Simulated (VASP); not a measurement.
# SrCl2: single point with PBE-based global hybrid with 5 % exact exchange

The system is SrCl2.

```
Sr Cl
1.0
     2.45672    1.41839    4.01532
    -2.45672    1.41839    4.01532
     0.00000   -2.83678    4.01532
Sr Cl
1 2
Direct
  0.00000 0.00000 0.00000
  0.24995 0.24995 0.24995
  0.75005 0.75005 0.75005
```

```
Program             : VASP 6.6.1
Task                : single point
Functional          : PBE-based global hybrid with 5 % exact exchange
Potentials or basis : VASP PAW PBE potentials, release 64 (Sr_sv, Cl)
Cutoff              : 520 eV
k mesh              : 4 × 4 × 4
Occupations         : gaussian, width 0.01 eV
Spin                : no spin polarisation
```

```
Pressure               : 1.4 GPa
Band gap on the k mesh : 5.78 eV (least direct gap 5.91 eV)
```

Levels at points of the mesh, in eV from the valence-band top:
| k point | band 8 | band 9 | band 10 | band 11 | band 12 | band 13 | band 14 | band 15 | band 16 | band 17 |
| --- | --- | --- | --- | --- | --- | --- | --- | --- | --- | --- |
| (0.00, 0.00, 0.00) | -2.20 | -2.20 | -0.35 | -0.35 | -0.35 | 5.78 | 6.53 | 6.53 | 9.47 | 9.48 |
| (0.50, 0.00, 0.00) | -1.62 | -1.54 | -1.36 | -1.09 | -1.08 | 7.17 | 7.17 | 8.01 | 8.28 | 9.15 |
| (0.50, 0.50, 0.00) | -1.94 | -1.94 | -0.42 | -0.42 | 0.00 | 5.91 | 7.52 | 8.10 | 8.51 | 8.51 |
| (0.50, 0.50, 0.50) | -1.62 | -1.54 | -1.36 | -1.08 | -1.08 | 7.17 | 7.17 | 8.01 | 8.28 | 9.15 |

Wall time 32 min on 1 thread of AMD EPYC 7R43 64-Core Processor (Zen 3), with other jobs on the host, peak memory 0.21 GiB.

Caveat: the PAW data sets were made with another functional, which shifts forces and pressure a little. A k mesh can miss the band edges.
